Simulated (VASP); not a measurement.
A run of VASP 6.6.1 is set up as follows.

INCAR

```
SYSTEM = GeIrPt6
  ALGO = Normal
  EDIFF = 1E-6
  ENCUT = 500
  GGA = PE
  GGA_COMPAT = .False.
  ISIF = 2
  ISMEAR = 0
  LASPH = .True.
  LCHARG = .False.
  LREAL = .False.
  LWAVE = .False.
  NBANDS = 52
  NELM = 120
  PREC = Accurate
  SIGMA = 0.2
```

KPOINTS

```
k-points
0
Gamma
  3 3 4
  0 0 0
```

Contents of POSCAR:

```
GeIrPt6
1.0
    5.5534924833      0.0000000026      0.0000000000
   -2.7767462439      4.8094655689      0.0000000000
    0.0000000000      0.0000000000      4.6536947067
Ge Ir Pt
1 1 6
Direct
    0.6666666667      0.3333333333      0.0000000000
    0.3333333333      0.6666666667      0.5000000000
    0.3314142628      0.1657071314      0.5000000000
    0.8342928686      0.1657071314      0.5000000000
    0.8342928686      0.6685857372      0.5000000000
    0.6611544174      0.8305772087      0.0000000000
    0.1694227913      0.8305772087      0.0000000000
    0.1694227913      0.3388455826      0.0000000000
```

Potentials or basis: VASP PAW PBE potentials, release 64 (Ge_d, Ir, Pt).

Launch:

```sh
$ cat potpaw_PBE.64/Ge_d/POTCAR potpaw_PBE.64/Ir/POTCAR potpaw_PBE.64/Pt/POTCAR > POTCAR
$ mpirun -np 1 vasp_std > vasp.out
```

(1) Estimate the pressure.

(2) Predict the largest force.

## Answers

(1) -0.3 GPa.

(2) 0.009 eV/Å.

Caveat: the k points lie up to 0.44 Å⁻¹ apart.
